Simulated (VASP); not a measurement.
NaI:

```
Na I
1.0
     0.00000    3.23640    3.23640
     3.23640    0.00000    3.23640
     3.23640    3.23640    0.00000
Na I
1 1
Direct
  0.00000 0.00000 0.00000
  0.50000 0.50000 0.50000
```

- Program: VASP 6.6.1
- Task: relaxation of cell and atoms
- Functional: PBE
- Dispersion: D3(BJ)
- Potentials or basis: VASP PAW PBE potentials, release 64 (Na_pv, I)
- Cutoff: 600 eV
- k mesh: 6 × 6 × 6, shifted
- Occupations: gaussian, width 0.01 eV
- Spin: no spin polarisation

At the start: pressure -0.9 GPa; volume 33.90 Å³/atom.

Task: Where does the relaxation end?

Result: Over 4 steps the energy falls by 4.9 meV/atom and the volume is 32.26 Å³/atom (-4.8 %); space group Fm-3m (No. 225, to 0.1 Å) before and after.

The path:
| step | energy change (eV) | largest force (eV/Å) | pressure (GPa) | volume (Å³) |
| --- | --- | --- | --- | --- |
| 1 | 0.0000 | 0.0000 | -0.86 | 67.80 |
| 2 | -0.0074 | 0.0000 | -0.43 | 66.02 |
| 3 | -0.0096 | 0.0000 | -0.12 | 64.94 |
| 4 | -0.0099 | 0.0000 | -0.05 | 64.52 |

Final structure:
```
CELL_PARAMETERS angstrom
0.00000 3.18330 3.18330
3.18330 0.00000 3.18330
3.18330 3.18330 0.00000
ATOMIC_POSITIONS crystal
Na 0.00000 0.00000 0.00000
I 0.50000 0.50000 0.50000
```
